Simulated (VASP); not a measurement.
# SiC (F-43m) in VASP: a series of runs

SiC is run at these levels: r2SCAN, HSE06; tasks: single point.

All numbers are computed with VASP 6.6.1; they aren't measurements. Logs are shortened: lines on timing, memory, paths and dates and some standing lists are left out, and cuts for length are marked.

### 1 The cell of the first run

It takes space group F-43m (No. 216, cubic). The conventional cell has a = 4.356 Å, b = 4.356 Å, c = 4.356 Å, α = 90.00°, β = 90.00°, γ = 90.00°. Within 2.5 Å of Si (site symmetry -43m) lie 4 C at 1.89 Å. C (site symmetry -43m) has 4 Si at 1.89 Å within 2.5 Å.

### 2 Single point, r2SCAN

The input, POSCAR:

```
SiC
1.0
    0.0000000000      2.1780523476      2.1780523476
    2.1780523476      0.0000000000      2.1780523476
    2.1780523476      2.1780523476      0.0000000000
Si C
1 1
Direct
    0.0000000000      0.0000000000      0.0000000000
    0.2500000000      0.2500000000      0.2500000000
```

The input, INCAR.step1:

```
SYSTEM = SiC
ALGO = Normal ; EDIFF = 1E-4
ENCUT = 520 ; GGA = PE
ISMEAR = 0 ; LASPH = .True.
LCHARG = .False. ; LREAL = .False.
LWAVE = .True. ; NBANDS = 11
NELM = 100 ; PREC = Accurate
SIGMA = 0.01
```

The input, INCAR.step2:

```
SYSTEM = SiC
ALGO = Normal ; EDIFF = 1E-6
ENCUT = 520 ; ISIF = 2
ISMEAR = 0 ; ISTART = 1
LASPH = .True. ; LCHARG = .True.
LELF = .True. ; LMIXTAU = .True.
LREAL = .False. ; LVHAR = .True.
LWAVE = .False. ; METAGGA = R2SCAN
NBANDS = 11 ; NELM = 100
PREC = Accurate ; SIGMA = 0.01
```

The input, KPOINTS:

```
k-points
0
Gamma
  10 10 10
  0 0 0
```

Potentials or basis: VASP PAW PBE potentials, release 64 (Si, C).

On the command line:

```sh
> cat potpaw_PBE.64/Si/POTCAR potpaw_PBE.64/C/POTCAR > POTCAR
> cp INCAR.step1 INCAR
> mpirun -np 1 vasp_std > vasp.out
> cp INCAR.step2 INCAR
> mpirun -np 1 vasp_std > vasp.out
```

OUTCAR:

```text
SYSTEM = SiC
   EDIFF = 1E-6
   ENCUT = 520
   ISIF = 2
   ISMEAR = 0
   ISTART = 1
   LASPH = .True.
   LREAL = .False.
   METAGGA = R2SCAN
   NELM = 100
   PREC = Accurate

 ion  position               nearest neighbor table
   1  0.000  0.000  0.000-   2 1.89   2 1.89   2 1.89   2 1.89
   2  0.250  0.250  0.250-   1 1.89   1 1.89   1 1.89   1 1.89

  LATTYP: Found a face centered cubic cell.
 ALAT       =     4.3561046952

  Lattice vectors:

 A1 = (   0.0000000000,   2.1780523476,   2.1780523476)
 A2 = (   2.1780523476,   0.0000000000,   2.1780523476)
 A3 = (   2.1780523476,   2.1780523476,   0.0000000000)

Analysis of symmetry for initial positions (statically):
=====================================================================
 Subroutine PRICEL returns:
 Original cell was already a primitive cell.

 Routine SETGRP: Setting up the symmetry group for a
 face centered cubic supercell.

 Subroutine GETGRP returns: Found 24 space group operations
 (whereof 24 operations were pure point group operations)
 out of a pool of 48 trial point group operations.

The static configuration has the point symmetry T_d .

Analysis of symmetry for dynamics (positions and initial velocities):
=====================================================================
 Subroutine PRICEL returns:
 Original cell was already a primitive cell.

 Routine SETGRP: Setting up the symmetry group for a
 face centered cubic supercell.

 Subroutine GETGRP returns: Found 24 space group operations
 (whereof 24 operations were pure point group operations)
 out of a pool of 48 trial point group operations.

The dynamic configuration has the point symmetry T_d .

 Subroutine INISYM returns: Found 24 space group operations
 (whereof 24 operations are pure point group operations),
 and found     1 'primitive' translations

----------------------------------------------------------------------------------------

                                     Primitive cell

  volume of cell :      20.6650

  direct lattice vectors                    reciprocal lattice vectors
     0.000000000  2.178052348  2.178052348    -0.229562894  0.229562894  0.229562894
     2.178052348  0.000000000  2.178052348     0.229562894 -0.229562894  0.229562894
     2.178052348  2.178052348  0.000000000     0.229562894  0.229562894 -0.229562894

  length of vectors
     3.080231170  3.080231170  3.080231170     0.397614596  0.397614596  0.397614596

  position of ions in fractional coordinates (direct lattice)
     0.000000000  0.000000000  0.000000000
     0.250000000  0.250000000  0.250000000

  ion indices of the primitive-cell ions
   primitive index   ion index
                 1           1
                 2           2

----------------------------------------------------------------------------------------

 KPOINTS: k-points

Automatic generation of k-mesh.
 Grid dimensions read from file:
 generate k-points for:   10   10   10

 Generating k-lattice:

  Cartesian coordinates                     Fractional coordinates (reciprocal lattice)
    -0.022956289  0.022956289  0.022956289     0.100000000  0.000000000  0.000000000
     0.022956289 -0.022956289  0.022956289     0.000000000  0.100000000  0.000000000
     0.022956289  0.022956289 -0.022956289     0.000000000  0.000000000  0.100000000

  Length of vectors
     0.039761460  0.039761460  0.039761460

  Shift w.r.t. Gamma in fractional coordinates (k-lattice)
     0.000000000  0.000000000  0.000000000

 Subroutine IBZKPT returns following result:
 ===========================================

 Found     47 irreducible k-points:

 Following reciprocal coordinates:
            Coordinates               Weight
  0.000000  0.000000  0.000000      1.000000
  0.100000  0.000000  0.000000      8.000000
  0.200000  0.000000  0.000000      8.000000
  0.300000  0.000000  0.000000      8.000000
  0.400000  0.000000  0.000000      8.000000
  0.500000  0.000000  0.000000      4.000000
[... 16 lines left out ...]
  0.300000  0.300000  0.000000      6.000000
  0.400000  0.300000  0.000000     24.000000
 [... further k-points ...]
   k-points           NKPTS =     47   k-points in BZ     NKDIM =     47   number of bands    NBANDS=     11
   number of dos      NEDOS =    301   number of ions     NIONS =      2
   total plane-waves  NPLWV =  13824
   dimension x,y,z NGX =    24 NGY =   24 NGZ =   24
   dimension x,y,z NGXF=    48 NGYF=   48 NGZF=   48
   ions per type =               1   1
   NGX,Y,Z   is equivalent  to a cutoff of  12.95, 12.95, 12.95 a.u.
   NGXF,Y,Z  is equivalent  to a cutoff of  25.91, 25.91, 25.91 a.u.
 SYSTEM =  SiC
   PREC   = accura    normal or accurate (medium, high low for compatibility)
   ISTART =      1    job   : 0-new  1-cont  2-samecut
   ICHARG =      0    charge: 1-file 2-atom 10-const
   ISPIN  =      1    spin polarized calculation?
   LNONCOLLINEAR =      F non collinear calculations
   LSORBIT =      F    spin-orbit coupling
   LASPH  =      T    aspherical Exc in radial PAW
   ENCUT  =  520.0 eV  38.22 Ry    6.18 a.u.   5.73  5.73  5.73*2*pi/ulx,y,z
   NELM   =    100;   NELMIN=  2; NELMDL=  0     # of ELM steps
   EDIFF  = 0.1E-05   stopping-criterion for ELM
   LREAL  =      F    real-space projection
   EDIFFG = 0.1E-04   stopping-criterion for IOM
   NSW    =      0    number of steps for IOM
   IBRION =     -1    ionic relax: 0-MD 1-quasi-New 2-CG
   NFREE  =      0    steps in history (QN), initial steepest desc. (CG)
   ISIF   =      2    stress and relaxation
   ISYM   =      2    0-nonsym 1-usesym 2-fastsym
   POTIM  = 0.5000    time-step for ionic-motion
   TEBEG  =    0.0;   TEEND  =   0.0 temperature during run
   PSTRESS=    0.0 pullay stress
   NELECT =       8.0000    total number of electrons
   NUPDOWN=      -1.0000    fix difference up-down
   EMIN   =  10.00;   EMAX   =-10.00  energy-range for DOS
   EFERMI =   0.00;   METHOD = LEGACY
   ISMEAR =     0;   SIGMA  =   0.01  broadening in eV -4-tet -1-fermi 0-gaus
   EFERMI_NEDOS =   21; number of points for ismear=-14 and -15
   IALGO  =     38    algorithm
   IMIX   =      4    mixing-type and parameters
     AMIX     =   0.40;   BMIX     =  1.00
     AMIX_MAG =   1.60;   BMIX_MAG =  1.00
  volume/ion in A,a.u.               =      10.33        69.73
  Fermi-wavevector in a.u.,A,eV,Ry     =   1.193145  2.254717 19.369182  1.423595
  Thomas-Fermi vector in A             =   2.329166
   LORBIT       =      0    0 simple, 1 ext, 2 COOP (PROOUT), +10 PAW based schemes
   METAGGA = R2SCAN    functional components
   LHFCALC =     F    Hartree Fock is set to
   AEXX    =    0.0000 exact exchange contribution
   IVDW    =     0    specifies the selected vdW correction
   LEPSILON=     F    determine dielectric tensor
   LRPA    =     F    only Hartree local field effects (RPA)
 non-spin polarized calculation
 Gauss-broadening in eV      SIGMA  =   0.01
  energy-cutoff  :      520.00
  volume of cell :       20.66
 maximum number of plane-waves:       568
   NGX = 11   NGY = 11   NGZ = 11

 number of electron       8.0000001 magnetization

 Free energy of the ion-electron system (eV)
  ---------------------------------------------------
  ext. energy  EPLUGINS =         0.00000000
  ---------------------------------------------------
  free energy    TOTEN  =       -19.32696621 eV

  energy without entropy =      -19.32696621  energy(sigma->0) =      -19.32696621

 E-fermi :   8.0984     XC(G=0): -11.9402

 val. band max:        7.9968787513   @ k =   0.0000   0.0000   0.0000
 cond. band min:       9.7211767494   @ k =   0.5000   0.5000   0.0000
 fundamental gap:      1.7242979981
 Fermi energy:         8.0983925987

 k-point     1 :       0.0000    0.0000    0.0000
  band No.  band energies     occupation
      1      -8.1931      2.00000
      2       7.9969      2.00000
      3       7.9969      2.00000
      4       7.9969      2.00000
      5      14.8473      0.00000
      6      15.8554      0.00000
      7      15.8554      0.00000
      8      15.8554      0.00000
      9      23.2134      0.00000
     10      23.2134      0.00000
     11      25.7822      0.00000

 k-point     2 :       0.1000    0.0000    0.0000
  band No.  band energies     occupation
      1      -7.9905      2.00000
      2       6.9479      2.00000
      3       7.8570      2.00000
      4       7.8570      2.00000
      5      15.0983      0.00000
      6      16.1144      0.00000
      7      16.1144      0.00000
      8      16.2016      0.00000
      9      22.2765      0.00000
     10      22.2765      0.00000
     11      25.4001      0.00000

 k-point     3 :       0.2000    0.0000    0.0000
  band No.  band energies     occupation
      1      -7.3926      2.00000
      2       4.7376      2.00000
      3       7.5350      2.00000
      4       7.5350      2.00000
      5      14.7866      0.00000
      6      16.4945      0.00000
      7      16.4946      0.00000
      8      17.5494      0.00000
      9      21.6127      0.00000
     10      21.6127      0.00000
     11      24.4505      0.00000

 k-point     4 :       0.3000    0.0000    0.0000
  band No.  band energies     occupation
      1      -6.4407      2.00000
      2       2.3315      2.00000
      3       7.2021      2.00000
      4       7.2022      2.00000
      5      14.3710      0.00000
      6      16.3380      0.00000
      7      16.3381      0.00000
      8      18.6248      0.00000
      9      22.5177      0.00000
     10      22.5177      0.00000
     11      24.1990      0.00000

 k-point     5 :       0.4000    0.0000    0.0000
  band No.  band energies     occupation
      1      -5.2790      2.00000
      2       0.2158      2.00000
      3       6.9710      2.00000
      4       6.9710      2.00000
      5      14.0948      0.00000
      6      15.9322      0.00000
      7      15.9323      0.00000
      8      18.9482      0.00000
      9      24.6023      0.00000
     10      24.6023      0.00000
     11      24.8853      0.00000
[... 211 lines left out ...]
 k-point    21 :      -0.3000    0.2000    0.0000
  band No.  band energies     occupation
      1      -5.0412      2.00000
      2       1.3232      2.00000
      3       4.0508      2.00000
      4       6.7691      2.00000
      5      14.1370      0.00000
      6      16.9445      0.00000
      7      17.3836      0.00000
      8      19.1335      0.00000
      9      21.4853      0.00000
     10      24.5481      0.00000
     11      28.2300      0.00000

 k-point    22 :      -0.2000    0.2000    0.0000
  band No.  band energies     occupation
      1      -6.1206      2.00000
      2       2.9793      2.00000
      3       4.6710      2.00000
      4       7.3160      2.00000
      5      15.1550      0.00000
      6      16.6796      0.00000
      7      16.9938      0.00000
      8      17.9107      0.00000
      9      20.1940      0.00000
     10      24.5014      0.00000
     11      28.2622      0.00000

 k-point    23 :       0.3000    0.3000    0.0000
  band No.  band energies     occupation
      1      -5.8440      2.00000
      2       3.4281      2.00000
      3       5.5247      2.00000
      4       5.5247      2.00000
      5      11.6163      0.00000
      6      14.1481      0.00000
      7      20.3969      0.00000
      8      20.3969      0.00000
      9      21.3748      0.00000
     10      25.9697      0.00000
     11      30.9260      0.00000

 k-point    24 :       0.4000    0.3000    0.0000
  band No.  band energies     occupation
      1      -4.9555      2.00000
      2       2.1596      2.00000
      3       4.7228      2.00000
      4       5.2489      2.00000
      5      11.2952      0.00000
      6      14.1637      0.00000
      7      20.5099      0.00000
      8      20.8127      0.00000
      9      22.8562      0.00000
     10      27.0947      0.00000
     11      30.5127      0.00000

 [... further k-points ...]

------------------------ aborting loop because EDIFF is reached ----------------------------------------

  FORCE on cell =-STRESS in cart. coord.  units (eV):
  Direction    XX          YY          ZZ          XY          YZ          ZX
  --------------------------------------------------------------------------------------
  -------------------------------------------------------------------------------------
  Total       -0.0175355     -0.0175355     -0.0175355      0.0000000     -0.0000000     -0.0000000
  in kB       -1.3595446     -1.3595446     -1.3595446      0.0000000     -0.0000000     -0.0000000
  external PRESSURE =      -1.3595446 kB  Pullay stress =       0.0000000 kB

 VOLUME and BASIS-vectors are now :
 -----------------------------------------------------------------------------
  energy-cutoff  :      520.00
  volume of cell :       20.66
      direct lattice vectors                 reciprocal lattice vectors
     0.000000000  2.178052348  2.178052348    -0.229562894  0.229562894  0.229562894
     2.178052348  0.000000000  2.178052348     0.229562894 -0.229562894  0.229562894
     2.178052348  2.178052348  0.000000000     0.229562894  0.229562894 -0.229562894

 POSITION                                       TOTAL-FORCE (eV/Angst)
 -----------------------------------------------------------------------------------
      0.00000      0.00000      0.00000        -0.000000     -0.000000     -0.000000
      1.08903      1.08903      1.08903         0.000000      0.000000      0.000000
 -----------------------------------------------------------------------------------
    total drift:                               -0.000001     -0.000001     -0.000001

  FREE ENERGIE OF THE ION-ELECTRON SYSTEM (eV)
  ---------------------------------------------------
  free  energy   TOTEN  =       -19.3269662148 eV

  energy  without entropy=      -19.3269662148  energy(sigma->0) =      -19.32696621
```

It took 54 s on 1 thread of Intel Xeon 8259CL, shared host; peak memory 0.14 GiB.

Results:

```yaml
Free_energy: -19.3270 eV
Pressure: -0.1 GPa
Band_gap_on_the_k_mesh: 1.72 eV (least direct gap 5.06 eV)
```

Caveat: the PAW data sets were made with another functional, which shifts forces and pressure a little.

### 3 Single point, r2SCAN

POSCAR is that of step 2.

The input, INCAR.step1:

```
SYSTEM = SiC
PREC = Accurate
ENCUT = 520
ISMEAR = 0
SIGMA = 0.01
LREAL = .False.
LASPH = .True.
NELM = 80
NBANDS = 11
GGA = PE
ALGO = Normal
EDIFF = 1E-4
LWAVE = .True.
LCHARG = .False.
```

The input, INCAR.step2:

```
SYSTEM = SiC
PREC = Accurate
ENCUT = 520
EDIFF = 1E-7
ISMEAR = 0
SIGMA = 0.01
LREAL = .False.
LASPH = .True.
NELM = 80
ALGO = Normal
ISIF = 2
LWAVE = .False.
LCHARG = .False.
METAGGA = R2SCAN
LMIXTAU = .True.
NBANDS = 11
ISTART = 1
```

The input, KPOINTS:

```
regular mesh
0
Gamma
  12 12 12
  0 0 0
```

Potentials or basis: VASP PAW PBE potentials, release 64 (Si, C).

On the command line:

```sh
> cat potpaw_PBE.64/Si/POTCAR potpaw_PBE.64/C/POTCAR > POTCAR
> cp INCAR.step1 INCAR
> mpirun -np 1 vasp_std > vasp.out
> cp INCAR.step2 INCAR
> mpirun -np 1 vasp_std > vasp.out
```

Run time: 92 s. Hardware: 1 thread of Intel Xeon 8259CL, shared host; peak memory 0.14 GiB.

Results (log left out):

```
Free energy            : -19.3271 eV
Pressure               : -0.1 GPa
Band gap on the k mesh : 1.72 eV (least direct gap 5.06 eV)
```

Levels at points of the mesh, in eV from the valence-band top:
```
           k point  band 1  band 2  band 3  band 4  band 5  band 6  band 7  band 8  band 9
(0.00, 0.00, 0.00)  -16.19    0.00    0.00    0.00    6.85    7.86    7.86    7.86   15.22
(0.50, 0.00, 0.00)  -12.56   -8.83   -1.11   -1.11    6.00    7.76    7.76   10.96   17.43
(0.50, 0.50, 0.00)  -11.10   -8.05   -3.34   -3.34    1.72    4.83   15.15   15.15   16.01
```

Caveat: the PAW data sets were made with another functional, which shifts forces and pressure a little. A k mesh can miss the band edges.

[end of part 1 of 2]
